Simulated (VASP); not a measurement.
Here is a VASP 6.6.1 calculation.

INCAR

```
PREC = Accurate
ENCUT = 690
EDIFF = 1E-6
ISMEAR = -1
SIGMA = 0.05
LREAL = F
LASPH = T
NELM = 300
ALGO = All
ISIF = 2
LWAVE = F
LCHARG = F
ISPIN = 2
MAGMOM = 1
LORBIT = 11
LMAXMIX = 6
GGA = PS
NBANDS = 22
GGA_COMPAT = F
ISEARCH = 1
KPAR = 4
```

KPOINTS

```
regular mesh
0
Gamma
  9 9 9
```

Contents of POSCAR:

```
Yb
1.0
   -2.1370430817      2.1370430817      2.1370430817
    2.1370430817     -2.1370430817      2.1370430817
    2.1370430817      2.1370430817     -2.1370430817
Yb
1
Direct
    0.0000000000      0.0000000000      0.0000000000
```

Potentials or basis: VASP PAW PBE potentials, release 64 (Yb).

The run is started by

```bash
$ cat potpaw_PBE.64/Yb/POTCAR > POTCAR
$ mpirun -np 4 vasp_std > vasp.out
```

(1) Estimate the net moment.

(2) Predict the pressure.

(3) Predict the band gap on the k mesh.

## Answers

(1) 0.00 μB per cell.

(2) -3.4 GPa.

(3) zero (filled and empty bands overlap).

Caveat: the cell stands under tension; the PAW data sets were made with another functional, which shifts forces and pressure a little; spin-orbit coupling is left out, which moves the levels of the heavy elements.
